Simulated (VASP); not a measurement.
Set up this calculation in VASP 6.6.1, as the native input.

- Task: single point
- Functional: PBE
- Potentials or basis: VASP PAW PBE potentials, release 64 (Bi_d)
- Cutoff: 520 eV
- k mesh: 12 × 12 × 12
- Occupations: fermi-dirac, width 0.136057 eV
- Spin: no spin polarisation
- Dipole correction: no
- Further INCAR settings: ALGO = Normal; EDIFF = 1e-07; NBANDS = 14

The structure of Bi lies in POSCAR:

```
Bi
1.0
   -1.9932061144      1.9932061144      1.9932061144
    1.9932061144     -1.9932061144      1.9932061144
    1.9932061144      1.9932061144     -1.9932061144
Bi
1
Direct
    0.0000000000      0.0000000000      0.0000000000
```

One way to write it, as run:

INCAR

```
PREC = Accurate
ENCUT = 520
EDIFF = 1E-7
ISMEAR = -1
SIGMA = 0.13605693000000002
LREAL = F
LASPH = T
NELM = 80
ALGO = Normal
ISIF = 2
LWAVE = F
LCHARG = F
GGA = PE
NBANDS = 14
```

KPOINTS

```
regular mesh
0
Gamma
  12 12 12
```

Potentials or basis: VASP PAW PBE potentials, release 64 (Bi_d).

Run with:

```bash
$ cat potpaw_PBE.64/Bi_d/POTCAR > POTCAR
$ mpirun -np 1 vasp_std > vasp.out
```

Results of the run:

- Pressure: -0.3 GPa

It took 64 s on 1 thread of AMD EPYC 7R13, on a shared host, peak memory 0.14 GiB.
